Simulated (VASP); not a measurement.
## Hg2Te3: single point with PBE

Crystal: Hg2Te3.

```xyz
5
Lattice="4.7623 0.0000 0.0000 -2.3811 4.1243 0.0000 0.0000 0.0000 7.4093" Properties=species:S:1:pos:R:3 pbc="T T T"
Hg    0.0000    2.7495    1.8153
Hg    2.3811    1.3748    5.5940
Te    0.0000    0.0000    0.0000
Te    0.0000    2.7495    4.7790
Te    2.3811    1.3748    2.6303
```

| Property | Result |
| --- | --- |
| Program | VASP 6.6.1 |
| Task | single point |
| Functional | PBE |
| Potentials or basis | VASP PAW PBE potentials, release 64 (Hg, Te) |
| Cutoff | 520 eV |
| k mesh | 6 × 6 × 4 |
| Occupations | gaussian, width 0.1 eV |
| Spin | no spin polarisation |

* Pressure: 5.4 GPa
* Largest force: 1.029 eV/Å
* Band gap on the k mesh: zero (band 21 reaches 5.78 eV, above the bottom of band 22 at 4.47 eV)

Forces in eV/Å, atoms in the order of the input:
```
Hg   0.000  0.000 -1.029
Hg   0.000  0.000  1.029
Te   0.000  0.000  0.000
Te   0.000  0.000  0.326
Te   0.000  0.000 -0.326
```

Stress tensor (GPa, compression positive):
```
4.65 0.00 0.00
0.00 4.65 0.00
0.00 0.00 6.78
```

Levels at points of the mesh, in eV from the Fermi level:
```
           k point  band 18  band 19  band 20  band 21  band 22  band 23  band 24  band 25
(0.00, 0.00, 0.00)    -1.10    -1.10    -0.84    -0.59    -0.59    -0.45     1.50     3.72
(0.50, 0.00, 0.00)    -1.51    -1.42    -1.23    -0.57    -0.53     0.68     2.63     4.47
(0.00, 0.00, 0.50)    -1.72    -0.99    -0.99    -0.68    -0.68     1.22     1.77     2.19
(0.50, 0.00, 0.50)    -2.78    -2.09    -1.75     0.40     0.51     0.88     0.97     3.94
```

Wall time 81 s on 1 thread of Intel(R) Xeon(R) Platinum 8259CL CPU @ 2.50GHz (Skylake/Cascade Lake), on a shared host, peak memory 0.3 GiB.

Caveat: spin-orbit coupling is left out, which moves the levels of the heavy elements; forces of over 1 eV/Å act on the atoms, so gaps and moduli don't describe the material at rest.
